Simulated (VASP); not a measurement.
Runs of VASP 6.6.1 on Be3ReH. The structure is that of space group P4/mmm (No. 123), or close to it. The cells are those of the table. 

| task | potentials or basis | cell | k mesh | cutoff (eV) | second run | gap on the mesh (eV) | pressure (GPa) | largest force (eV/Å) |
| --- | --- | --- | --- | --- | --- | --- | --- | --- |
| single point | VASP PAW PBE potentials, release 64 (Be, Re, H) | a = 2.858, b = 2.858, c = 5.530 Å, 5 atoms | 6 × 6 × 4 | 520 | - | none | (a) | 3.03 |
| single point | VASP PAW PBE potentials, release 64 (Be, Re, H) | a = 2.591, b = 2.591, c = 7.635 Å, 5 atoms | 14 × 14 × 6 | 520 | - | none | 0.4 | - |
| single point | VASP PAW PBE potentials, release 64 (Be, Re_sv_GW, H) | a = 2.615, b = 2.615, c = 7.349 Å, 5 atoms | 6 × 6 × 4 | 600 | valence_matched | none | -0.1 | 0.01 |
| single point | VASP PAW PBE potentials, release 64 (Be, Re, H) | a = 2.615, b = 2.615, c = 7.349 Å, 5 atoms | 6 × 6 × 4 | 520 | - | none | 0.4 | - |
| relaxation of cell and atoms | VASP PAW PBE potentials, release 64 (Be, Re, H) | relaxed from a = 2.858, b = 2.858, c = 5.530 Å, 5 atoms | 6 × 6 × 4 | 600 | - | none | 0.1 | 0.01 |

Alike in all rows: level PBE; no spin polarisation; smearing gaussian 0.1 eV.

**Question.** Estimate the missing entries.

**Answer.** (a) 22.0.

Caveats: some runs use coarse meshes; spin-orbit coupling is left out, which moves the levels of the heavy elements; forces of over 1 eV/Å act on the atoms, so gaps and moduli don't describe the material at rest (some runs).

A k mesh can miss the band edges, and the runs leave out spin-orbit coupling on Re.

A gap of «none» marks levels without a gap at the run's occupations.

The runs don't all hold the same shells in valence.
